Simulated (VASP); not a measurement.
# Al2O3 in VASP: notebook

The runs below take Al2O3 through single point, with PBE.

Everything below comes from runs of VASP 6.6.1. Logs are shortened: lines on timing, memory, paths and dates and some standing lists are left out, and cuts for length are marked.

**1. The cell of the first run**

Symmetry: R-3c, No. 167, trigonal system. The conventional cell has a = 4.809 Å, b = 4.809 Å, c = 13.125 Å, α = 90.00°, β = 90.00°, γ = 120.00°. Within 2.5 Å of Al (site symmetry 3) lie 6 O at 1.87 to 1.99 Å. O (site symmetry 2) has 4 Al at 1.87 to 1.99 Å and 12 O at 2.55 to 2.90 Å within 2.9 Å.

**2. Single point, PBE**

INCAR reads:

```
  PREC = Accurate
  ENCUT = 600
  EDIFF = 1E-6
  ISMEAR = 0
  SIGMA = 0.02
  LREAL = False
  LASPH = True
  NELM = 120
  ALGO = Normal
  ISIF = 2
  LWAVE = False
  LCHARG = False
  GGA = PE
  NBANDS = 35
  GGA_COMPAT = False
```

KPOINTS reads:

```
regular mesh
0
Gamma
  6 6 6
```

POSCAR reads:

```
Al2O3
1.0
    2.4042988847      1.3881226083      4.3749119519
   -2.4042988847      1.3881226083      4.3749119519
    0.0000000000     -2.7762452166      4.3749119519
Al O
4 6
Direct
    0.1478748959      0.1478748959      0.1478748959
    0.3521251041      0.3521251041      0.3521251041
    0.6478748959      0.6478748959      0.6478748959
    0.8521251041      0.8521251041      0.8521251041
    0.9438371695      0.5561628305      0.2500000000
    0.4438371695      0.7500000000      0.0561628305
    0.5561628305      0.2500000000      0.9438371695
    0.2500000000      0.9438371695      0.5561628305
    0.7500000000      0.0561628305      0.4438371695
    0.0561628305      0.4438371695      0.7500000000
```

Potentials or basis: VASP PAW PBE potentials, release 64 (Al, O).

On the command line:

```sh
cat potpaw_PBE.64/Al/POTCAR potpaw_PBE.64/O/POTCAR > POTCAR
mpirun -np 1 vasp_std > vasp.out
```

OUTCAR:

```text
PREC = Accurate
   ENCUT = 600
   EDIFF = 1E-6
   ISMEAR = 0
   LREAL = False
   LASPH = True
   NELM = 120
   ISIF = 2
   GGA = PE

 ion  position               nearest neighbor table
   1  0.148  0.148  0.148-   6 1.87  10 1.87   9 1.87   5 1.99   7 1.99   8 1.99   2 2.68   4 2.82
                             4 2.82   4 2.82   2 3.25   2 3.25   2 3.25
   2  0.352  0.352  0.352-   9 1.87  10 1.87   6 1.87   5 1.99   8 1.99   7 1.99   1 2.68   3 2.82
                             3 2.82   3 2.82   1 3.25   1 3.25   1 3.25
   3  0.648  0.648  0.648-   8 1.87   5 1.87   7 1.87  10 1.99   9 1.99   6 1.99   4 2.68   2 2.82
                             2 2.82   2 2.82   4 3.25   4 3.25   4 3.25
   4  0.852  0.852  0.852-   7 1.87   5 1.87   8 1.87  10 1.99   6 1.99   9 1.99   3 2.68   1 2.82
                             1 2.82   1 2.82   3 3.25   3 3.25   3 3.25
   5  0.944  0.556  0.250-   3 1.87   4 1.87   1 1.99   2 1.99
   6  0.444  0.750  0.056-   1 1.87   2 1.87   4 1.99   3 1.99
   7  0.556  0.250  0.944-   4 1.87   3 1.87   1 1.99   2 1.99
   8  0.250  0.944  0.556-   3 1.87   4 1.87   2 1.99   1 1.99
   9  0.750  0.056  0.444-   2 1.87   1 1.87   3 1.99   4 1.99
  10  0.056  0.444  0.750-   1 1.87   2 1.87   3 1.99   4 1.99

  LATTYP: Found a trigonal (rhomboedric) cell.
 ALAT       =     5.1814469108
 COS(alpha) =     0.5693694860

  Lattice vectors:

 A1 = (   2.4042988847,   1.3881226083,   4.3749119519)
 A2 = (  -2.4042988847,   1.3881226083,   4.3749119519)
 A3 = (   0.0000000000,  -2.7762452166,   4.3749119519)

Analysis of symmetry for initial positions (statically):
=====================================================================
 Subroutine PRICEL returns:
 Original cell was already a primitive cell.

 Routine SETGRP: Setting up the symmetry group for a
 trigonal (rhombohedral) supercell.

 Subroutine GETGRP returns: Found 12 space group operations
 (whereof  6 operations were pure point group operations)
 out of a pool of 12 trial point group operations.

The static configuration has the point symmetry S_6 .
 The point group associated with its full space group is D_3d.

Analysis of symmetry for dynamics (positions and initial velocities):
=====================================================================
 Subroutine PRICEL returns:
 Original cell was already a primitive cell.

 Routine SETGRP: Setting up the symmetry group for a
 trigonal (rhombohedral) supercell.

 Subroutine GETGRP returns: Found 12 space group operations
 (whereof  6 operations were pure point group operations)
 out of a pool of 12 trial point group operations.

The dynamic configuration has the point symmetry S_6 .
 The point group associated with its full space group is D_3d.

 Subroutine INISYM returns: Found 12 space group operations
 (whereof  6 operations are pure point group operations),
 and found     1 'primitive' translations

----------------------------------------------------------------------------------------

                                     Primitive cell

  volume of cell :      87.6066

  direct lattice vectors                    reciprocal lattice vectors
     2.404298885  1.388122608  4.374911952     0.207960833  0.120066243  0.076192010
    -2.404298885  1.388122608  4.374911952    -0.207960833  0.120066243  0.076192010
     0.000000000 -2.776245217  4.374911952     0.000000000 -0.240132486  0.076192010

  length of vectors
     5.181446911  5.181446911  5.181446911     0.251930215  0.251930215  0.251930215

  position of ions in fractional coordinates (direct lattice)
     0.147874896  0.147874896  0.147874896
     0.352125104  0.352125104  0.352125104
     0.647874896  0.647874896  0.647874896
     0.852125104  0.852125104  0.852125104
     0.943837170  0.556162830  0.250000000
     0.443837170  0.750000000  0.056162830
     0.556162830  0.250000000  0.943837170
     0.250000000  0.943837170  0.556162830
     0.750000000  0.056162830  0.443837170
     0.056162830  0.443837170  0.750000000

  ion indices of the primitive-cell ions
   primitive index   ion index
                 1           1
                 2           2
                 3           3
                 4           4
                 5           5
                 6           6
                 7           7
                 8           8
                 9           9
                10          10

----------------------------------------------------------------------------------------

 KPOINTS: regular mesh

Automatic generation of k-mesh.
 Grid dimensions read from file:
 generate k-points for:    6    6    6

 Generating k-lattice:

  Cartesian coordinates                     Fractional coordinates (reciprocal lattice)
     0.034660139  0.020011041  0.012698668     0.166666667  0.000000000  0.000000000
    -0.034660139  0.020011041  0.012698668     0.000000000  0.166666667  0.000000000
[... 91 lines left out ...]

 E-fermi :   5.9393     XC(G=0): -11.5375

 val. band max:        5.7952757324   @ k =   0.0000   0.0000   0.0000
 cond. band min:      11.6447316913   @ k =   0.0000   0.0000   0.0000
 fundamental gap:      5.8494559590
 Fermi energy:         5.9393353808

 k-point     1 :       0.0000    0.0000    0.0000
  band No.  band energies     occupation
      1     -13.2157      2.00000
      2     -10.9963      2.00000
      3     -10.7327      2.00000
      4     -10.7327      2.00000
      5     -10.4264      2.00000
      6     -10.4264      2.00000
[... 27 lines left out ...]
     34      18.9398      0.00000
     35      20.1409      0.00000

 k-point     2 :       0.1667   -0.0000   -0.0000
  band No.  band energies     occupation
      1     -13.0781      2.00000
      2     -11.0657      2.00000
      3     -10.8082      2.00000
      4     -10.7582      2.00000
      5     -10.4914      2.00000
      6     -10.4366      2.00000
[... 27 lines left out ...]
     34      18.5129      0.00000
     35      19.9941      0.00000

 k-point     3 :       0.3333    0.0000   -0.0000
  band No.  band energies     occupation
      1     -12.6876      2.00000
      2     -11.4999      2.00000
      3     -10.7833      2.00000
      4     -10.7559      2.00000
      5     -10.6287      2.00000
      6     -10.4983      2.00000
[... 27 lines left out ...]
     34      19.0705      0.00000
     35      19.2298      0.00000

 k-point     4 :       0.5000   -0.0000   -0.0000
  band No.  band energies     occupation
      1     -12.1161      2.00000
      2     -12.1161      2.00000
      3     -10.7432      2.00000
      4     -10.7432      2.00000
      5     -10.6211      2.00000
      6     -10.6211      2.00000
[... 27 lines left out ...]
     34      18.4298      0.00000
     35      18.8176      0.00000

 k-point     5 :       0.1667    0.1667   -0.0000
  band No.  band energies     occupation
      1     -13.0406      2.00000
      2     -11.0731      2.00000
      3     -10.8409      2.00000
      4     -10.7550      2.00000
      5     -10.5524      2.00000
      6     -10.4125      2.00000
[... 638 lines left out ...]
 k-point    22 :      -0.1667    0.3333    0.1667
  band No.  band energies     occupation
      1     -12.3777      2.00000
      2     -11.4853      2.00000
      3     -11.0932      2.00000
      4     -10.9516      2.00000
      5     -10.6329      2.00000
      6     -10.4772      2.00000
[... 27 lines left out ...]
     34      18.9673      0.00000
     35      19.0216      0.00000

 k-point    23 :       0.5000    0.5000    0.1667
  band No.  band energies     occupation
      1     -12.2351      2.00000
      2     -11.5670      2.00000
      3     -11.2285      2.00000
      4     -11.0093      2.00000
      5     -10.6528      2.00000
      6     -10.3838      2.00000
[... 27 lines left out ...]
     34      18.9957      0.00000
     35      19.2421      0.00000

 k-point    24 :      -0.3333    0.5000    0.1667
  band No.  band energies     occupation
      1     -11.9684      2.00000
      2     -11.6120      2.00000
      3     -11.3706      2.00000
      4     -11.1622      2.00000
      5     -10.6055      2.00000
      6     -10.4082      2.00000
[... 27 lines left out ...]
     34      19.0011      0.00000
     35      19.1052      0.00000

 [... further k-points ...]

------------------------ aborting loop because EDIFF is reached ----------------------------------------

  FORCE on cell =-STRESS in cart. coord.  units (eV):
  Direction    XX          YY          ZZ          XY          YZ          ZX
  --------------------------------------------------------------------------------------
  -------------------------------------------------------------------------------------
  Total       -0.2519606     -0.2519606     -0.2824566      0.0000000      0.0000000      0.0000000
  in kB       -4.6079354     -4.6079354     -5.1656566      0.0000000      0.0000000      0.0000000
  external PRESSURE =      -4.7938424 kB  Pullay stress =       0.0000000 kB

 VOLUME and BASIS-vectors are now :
 -----------------------------------------------------------------------------
  energy-cutoff  :      600.00
  volume of cell :       87.61
      direct lattice vectors                 reciprocal lattice vectors
     2.404298885  1.388122608  4.374911952     0.207960833  0.120066243  0.076192010
    -2.404298885  1.388122608  4.374911952    -0.207960833  0.120066243  0.076192010
     0.000000000 -2.776245217  4.374911952     0.000000000 -0.240132486  0.076192010

 POSITION                                       TOTAL-FORCE (eV/Angst)
 -----------------------------------------------------------------------------------
      0.00000      0.00000      1.94082         0.000000     -0.000000     -0.007126
      0.00000      0.00000      4.62155         0.000000     -0.000000      0.007126
      0.00000      0.00000      8.50319         0.000000     -0.000000     -0.007126
      0.00000      0.00000     11.18392         0.000000      0.000000      0.007126
      0.93208      1.38812      7.65610        -0.000065     -0.000000     -0.000000
     -0.73611      1.50127      5.46864        -0.000033     -0.000056      0.000000
      0.73611     -1.50127      7.65610         0.000033      0.000056      0.000000
     -1.66819      0.11315      7.65610         0.000033     -0.000056      0.000000
      1.66819     -0.11315      5.46864        -0.000033      0.000056      0.000000
     -0.93208     -1.38812      5.46864         0.000065     -0.000000     -0.000000
 -----------------------------------------------------------------------------------
    total drift:                               -0.000000      0.000000      0.000000

  FREE ENERGIE OF THE ION-ELECTRON SYSTEM (eV)
  ---------------------------------------------------
  free  energy   TOTEN  =       -74.8322835939 eV

  energy  without entropy=      -74.8322835939  energy(sigma->0) =      -74.83228359
```

Wall time 2.9 min (1 thread of Oxide Virtual Turin-like, shared host); peak memory 0.26 GiB.

Results:

| Item | Value |
| --- | --- |
| Free energy | -74.8323 eV |
| Pressure | -0.5 GPa |
| Largest force | 0.007 eV/Å |
| Band gap on the k mesh | 5.85 eV |

Forces on the atoms (eV/Å):
```
Al   0.000  0.000 -0.007
Al   0.000  0.000  0.007
Al   0.000  0.000 -0.007
Al   0.000  0.000  0.007
O    0.000  0.000  0.000
O    0.000  0.000  0.000
O    0.000  0.000  0.000
O    0.000  0.000  0.000
O    0.000  0.000  0.000
O    0.000  0.000  0.000
```

**3. Single point, PBE**

This run uses another cell than the first one: it holds 40 atoms, not 10.

INCAR reads:

```
SYSTEM = Al2O3
PREC     = Accurate       ! precision mode
ENCUT    = 600            ! plane-wave cutoff, eV
EDIFF    = 1E-6           ! SCF threshold, eV
ISMEAR   = 0              ! smearing method
SIGMA    = 0.02           ! smearing width, eV
LREAL    = Auto         
LASPH    = .TRUE.         ! aspherical terms in the spheres
NELM     = 120            ! most SCF steps
ALGO     = Normal         ! electronic algorithm
ISIF     = 2              ! what is computed and relaxed
LWAVE    = .FALSE.        ! write WAVECAR
LCHARG   = .FALSE.        ! write CHGCAR
GGA      = PE             ! functional
NBANDS   = 122            ! bands
GGA_COMPAT= .FALSE.
```

KPOINTS reads:

```
Automatic mesh
0
Gamma
  2 2 2
  0.5 0.5 0.5
```

POSCAR reads:

```
Al2O3
1.0
    4.8085977694      2.7762452166     -4.3749119519
    0.0000000000     -5.5524904332     -4.3749119519
   -4.8085977694      2.7762452166     -4.3749119519
Al O
16 24
Direct
    0.8521251041      0.3521251041      0.3521251041
    0.3521251041      0.3521251041      0.8521251041
    0.3521251041      0.8521251041      0.3521251041
    0.8521251041      0.8521251041      0.8521251041
    0.6478748959      0.1478748959      0.1478748959
    0.1478748959      0.1478748959      0.6478748959
    0.1478748959      0.6478748959      0.1478748959
    0.6478748959      0.6478748959      0.6478748959
    0.3521251041      0.8521251041      0.8521251041
    0.8521251041      0.8521251041      0.3521251041
    0.8521251041      0.3521251041      0.8521251041
    0.3521251041      0.3521251041      0.3521251041
    0.1478748959      0.6478748959      0.6478748959
    0.6478748959      0.6478748959      0.1478748959
    0.6478748959      0.1478748959      0.6478748959
    0.1478748959      0.1478748959      0.1478748959
    0.5969185847      0.7500000000      0.9030814153
    0.0969185847      0.7500000000      0.4030814153
    0.0969185847      0.2500000000      0.9030814153
    0.5969185847      0.2500000000      0.4030814153
    0.5969185847      0.9030814153      0.2500000000
    0.0969185847      0.9030814153      0.7500000000
    0.0969185847      0.4030814153      0.2500000000
    0.5969185847      0.4030814153      0.7500000000
    0.4030814153      0.0969185847      0.7500000000
    0.9030814153      0.0969185847      0.2500000000
    0.9030814153      0.5969185847      0.7500000000
    0.4030814153      0.5969185847      0.2500000000
    0.2500000000      0.9030814153      0.0969185847
    0.7500000000      0.9030814153      0.5969185847
    0.7500000000      0.4030814153      0.0969185847
    0.2500000000      0.4030814153      0.5969185847
    0.7500000000      0.0969185847      0.9030814153
    0.2500000000      0.0969185847      0.4030814153
    0.2500000000      0.5969185847      0.9030814153
    0.7500000000      0.5969185847      0.4030814153
    0.4030814153      0.2500000000      0.0969185847
    0.9030814153      0.2500000000      0.5969185847
    0.9030814153      0.7500000000      0.0969185847
    0.4030814153      0.7500000000      0.5969185847
```

Potentials or basis: VASP PAW PBE potentials, release 64 (Al, O).

On the command line:

```sh
cat potpaw_PBE.64/Al/POTCAR potpaw_PBE.64/O/POTCAR > POTCAR
mpirun -np 1 vasp_std > vasp.out
```

Run time: 4 min. Hardware: 1 thread of Oxide Virtual Turin-like, shared host; peak memory 0.39 GiB.

Results (log left out):

```yaml
Free_energy: -299.3402 eV
Pressure: -0.5 GPa
Band_gap_on_the_k_mesh: 6.95 eV
```

Levels at points of the mesh, in eV from the valence-band top:
```tsv
k point	band 93	band 94	band 95	band 96	band 97	band 98	band 99	band 100
(0.25, 0.25, 0.25)	-0.26	-0.26	0.00	0.00	6.95	9.03	9.13	9.13
```

Caveat: a shifted mesh leaves out Γ, where band edges can lie.

**4. Single point, PBE**

This run uses another cell than the first one: it holds 40 atoms, not 10.

INCAR reads:

```
SYSTEM = Al2O3
  PREC = Accurate
  ENCUT = 600
  EDIFF = 1E-6
  ISMEAR = 0
  SIGMA = 0.02
  LREAL = Auto
  LASPH = .TRUE.
  NELM = 120
  ALGO = Normal
  ISIF = 2
  LWAVE = .FALSE.
  LCHARG = .TRUE.
  GGA = PE
  LELF = .TRUE.
  LVHAR = .TRUE.
  NBANDS = 122
  GGA_COMPAT = .FALSE.
```

KPOINTS is that of step 3.

POSCAR reads:

```
Al2O3
1.0
    4.8085977694      2.7762452166     -4.3749119519
    0.0000000000     -5.5524904332     -4.3749119519
   -4.8085977694      2.7762452166     -4.3749119519
Al O
16 24
Direct
    0.8530035813      0.3523480286      0.3506359293
    0.3532029516      0.3522432211      0.8506633447
    0.3529604879      0.8523393371      0.3506486534
    0.8530736900      0.8521712216      0.8506358915
    0.6488813779      0.1479220860      0.1463027031
    0.1487305497      0.1481798431      0.6464230265
    0.1489087945      0.6479191408      0.1462857771
    0.6487384320      0.6481566870      0.6462725554
    0.3529322762      0.8523613347      0.8506153105
    0.8530835046      0.8521230507      0.3505475466
    0.8529929029      0.3523737749      0.8505791079
    0.3531005847      0.3521131965      0.3506044017
    0.1488691678      0.6478624640      0.6463156144
    0.6485933589      0.6481142872      0.1462448387
    0.6488577401      0.1479334572      0.6463503943
    0.1486404750      0.1480681828      0.1462589855
    0.5977249126      0.7501115158      0.9014139792
    0.0978234999      0.7499222758      0.4014712580
    0.0977771567      0.2501348791      0.9014780436
    0.5976867728      0.2501652027      0.4015667817
    0.5977046184      0.9031598737      0.2483531376
    0.0978304454      0.9032102145      0.7484706625
    0.0978208025      0.4030403583      0.2482430519
    0.5978159697      0.4032674388      0.7484323677
    0.4040594223      0.0970717975      0.7484050426
    0.9038251135      0.0968738458      0.2484001980
    0.9040178354      0.5970000155      0.7484000008
    0.4039984128      0.5969698412      0.2483024245
    0.2508142562      0.9032169383      0.0952960356
    0.7508258450      0.9030945523      0.5951883578
    0.7508873918      0.4032030431      0.0953018382
    0.2507753390      0.4031289231      0.5952890121
    0.7509497109      0.0969809224      0.9014152015
    0.2507604092      0.0970170041      0.4015773764
    0.2509032133      0.5969391543      0.9014591674
    0.7509386138      0.5969977691      0.4015315243
    0.4040937318      0.2499361265      0.0953374199
    0.9039267797      0.2501259251      0.5952673692
    0.9039940390      0.7500588048      0.0953898897
    0.4039394655      0.7500579826      0.5952274347
```

On the command line:

```sh
cat potpaw_PBE.64/Al/POTCAR potpaw_PBE.64/O/POTCAR > POTCAR
mpirun -np 1 vasp_std > vasp.out
```

Wall time 5.9 min (1 thread of Oxide Virtual Turin-like, shared host); peak memory 0.43 GiB.

The run converged. Its results:

| Property | Result |
| --- | --- |
| Free energy | -299.3402 eV |
| Pressure | -0.5 GPa |
| Largest force | 0.022 eV/Å |
| Band gap on the k mesh | 6.95 eV |

Forces in eV/Å, atoms in the order of the input:
```
Al   0.007 -0.002  0.013
Al   0.001 -0.001  0.009
Al   0.006 -0.003  0.009
Al   0.010 -0.003 -0.001
Al  -0.001 -0.002  0.004
Al   0.007  0.008  0.016
Al  -0.007 -0.003  0.009
Al   0.003  0.010  0.013
Al   0.010 -0.002  0.006
Al   0.002  0.000  0.003
Al   0.001  0.002  0.005
Al   0.001 -0.011  0.005
Al  -0.001 -0.011  0.004
Al   0.010  0.019  0.000
Al   0.006 -0.007  0.008
Al   0.000  0.012  0.003
O    0.002  0.002 -0.009
O    0.001 -0.001 -0.009
O    0.003  0.002 -0.002
O    0.013  0.015 -0.007
O    0.002  0.004 -0.002
O    0.003 -0.002  0.002
O   -0.005 -0.002 -0.009
O    0.003  0.002 -0.001
O   -0.009  0.000  0.004
O    0.006 -0.010 -0.014
O   -0.004 -0.008 -0.007
O   -0.012 -0.001  0.004
O   -0.007  0.005 -0.005
O   -0.009  0.003 -0.017
O   -0.009  0.001 -0.005
O    0.002  0.005 -0.009
O   -0.004 -0.001 -0.003
O    0.004 -0.002 -0.001
O   -0.001 -0.005 -0.008
O   -0.003 -0.010  0.002
O   -0.010 -0.009  0.000
O   -0.007  0.006 -0.005
O    0.000 -0.003  0.006
O   -0.011  0.003 -0.008
```

Levels at points of the mesh, in eV from the valence-band top:
```
           k point  band 92  band 93  band 94  band 95  band 96  band 97  band 98  band 99  band 100  band 101
(0.25, 0.25, 0.25)    -0.26    -0.26    -0.26     0.00     0.00     6.95     9.03     9.13      9.13      9.13
```

Caveat: a shifted mesh leaves out Γ, where band edges can lie. A k mesh can miss the band edges.

**5. Overview**

```tsv
cell	k mesh	gap on the mesh (eV)	pressure (GPa)	largest force (eV/Å)
a = 5.181 Å, angles 55.3°, 10 atoms, atomic positions A	6 × 6 × 6	5.85	-0.5	0.01
a = 7.069 Å, angles 85.7°, 40 atoms, atomic positions B	2 × 2 × 2, shifted	6.95	-0.5	-
a = 7.069 Å, angles 85.7°, 40 atoms, atomic positions C	2 × 2 × 2, shifted	6.95	-0.5	0.02
```

Alike in all rows: task single point; level PBE; potentials or basis VASP PAW PBE potentials, release 64 (Al, O); no spin polarisation; cutoff (eV) 600; smearing gaussian 0.02 eV.

Caveats: a shifted mesh leaves out Γ, where band edges can lie (at least some runs).

Absolute energies hang on the potentials; compare differences alone.
